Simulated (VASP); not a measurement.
Wanted: the native input for a VASP 6.6.1 run.

- Task: single point
- Functional: PBE
- Potentials or basis: VASP PAW PBE potentials, release 64 (V_sv)
- Cutoff: 520 eV
- k mesh: 15 × 15 × 15
- Occupations: methfessel-paxton, width 0.01 eV
- Spin: no spin polarisation
- Dipole correction: no
- Further INCAR settings: ALGO = Normal; EDIFF = 1e-06; NBANDS = 12

The structure of V lies in POSCAR:

```
V
1.0
   -1.4991761207      1.4991761207      1.4991761207
    1.4991761207     -1.4991761207      1.4991761207
    1.4991761207      1.4991761207     -1.4991761207
V
1
Direct
    0.0000000000      0.0000000000      0.0000000000
```

The input as run:

INCAR

```
PREC = Accurate ; ENCUT = 520
EDIFF = 1E-6 ; ISMEAR = 1
SIGMA = 0.01 ; LREAL = False
LASPH = True ; NELM = 100
ALGO = Normal ; ISIF = 2
LWAVE = False ; LCHARG = True
GGA = PE ; LELF = True
LVHAR = True ; NBANDS = 12
```

KPOINTS

```
regular mesh
0
Gamma
  15 15 15
```

Potentials or basis: VASP PAW PBE potentials, release 64 (V_sv).

Command:

```sh
$ cat potpaw_PBE.64/V_sv/POTCAR > POTCAR
$ mpirun -np 1 vasp_std > vasp.out
```

It gave:

```json
{
  "Pressure": "-0.3 GPa"
}
```

Wall time 27 s on 1 thread of Intel Xeon 8259CL (shared host), peak memory 0.14 GiB.
